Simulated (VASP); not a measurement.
Input of a VASP 6.6.1 run:

POSCAR

```
GaN
1.0
    0.0000000000      2.2264630157      2.2264630157
    2.2264630157      0.0000000000      2.2264630157
    2.2264630157      2.2264630157      0.0000000000
Ga N
1 1
Direct
    0.0000000000      0.0000000000      0.0000000000
    0.2500000000      0.2500000000      0.2500000000
```

INCAR.step1

```
SYSTEM = GaN
  ALGO = Normal
  EDIFF = 1E-5
  ENCUT = 520
  GGA = PE
  ISIF = 2
  ISMEAR = 0
  LASPH = .True.
  LREAL = .False.
  LWAVE = .True.
  NBANDS = 16
  NELM = 60
  PREC = Accurate
  SIGMA = 0.01
```

INCAR.step2

```
SYSTEM = GaN
  ALGO = Normal
  EDIFF = 1E-6
  ENCUT = 520
  GGA = PE
  HFSCREEN = 0.2079
  ISIF = 2
  ISMEAR = 0
  ISTART = 1
  LASPH = .True.
  LCHARG = .True.
  LELF = .True.
  LHFCALC = .True.
  LREAL = .False.
  LVHAR = .True.
  LWAVE = .False.
  NBANDS = 16
  NELM = 60
  PREC = Accurate
  PRECFOCK = Normal
  SIGMA = 0.01
```

File KPOINTS:

```
k-points
0
Gamma
  6 6 6
  0 0 0
```

Potentials or basis: VASP PAW PBE potentials, release 64 (Ga_d, N).

Command:

```console
$ cat potpaw_PBE.64/Ga_d/POTCAR potpaw_PBE.64/N/POTCAR > POTCAR
$ cp INCAR.step1 INCAR
$ mpirun -np 1 vasp_std > vasp.out
$ cp INCAR.step2 INCAR
$ mpirun -np 1 vasp_std > vasp.out
```

Q: Estimate the band gap on the k mesh.

A: 3.25 eV.

Q: What does it give for the pressure?

A: 6.2 GPa.

Caveat: the cell differs from its parent crystal (strain -1.0%); the cell stands under pressure; the structure was generated, so it needn't be the stable form of GaN; the PAW data sets were made with another functional, which shifts forces and pressure a little.
